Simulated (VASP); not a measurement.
Runs of VASP 6.6.1 on BaS (rocksalt type). The structure is that of space group Fm-3m (No. 225), or close to it. The cells are those of the table. 

```tsv
task	level	potentials or basis	spin	cell	cutoff (eV)	gap on the mesh (eV)	pressure (GPa)
single point	PBE	VASP PAW PBE potentials, release 64 (Ba_sv, S)	off	a = 4.544 Å, angles 60.0°, 2 atoms	520	2.14	0.6
relaxation of cell and atoms	PBE	VASP PAW PBE potentials, release 64 (Ba_sv, S)	off	relaxed from a = 4.156 Å, angles 60.0°, 2 atoms	600	(a)	0.0
single point	PBE	VASP PAW PBE potentials, release 64 (Ba_sv, S)	non-collinear, zero start, SOC	a = 4.544 Å, angles 60.0°, 2 atoms	520	-	0.6
single point	LDA	VASP PAW LDA potentials, release 64 (Ba_sv, S)	off	a = 4.544 Å, angles 60.0°, 2 atoms	520	1.93	-2.6
```

Alike in all rows: k mesh 12 × 12 × 12; smearing fermi-dirac 0.05 eV.

Estimate the missing entries.

(a) 2.16.

Caveats: spin-orbit coupling is left out, which moves the levels of the heavy elements (some runs).

A k mesh can miss the band edges, and rows without SOC leave out spin-orbit coupling on Ba.
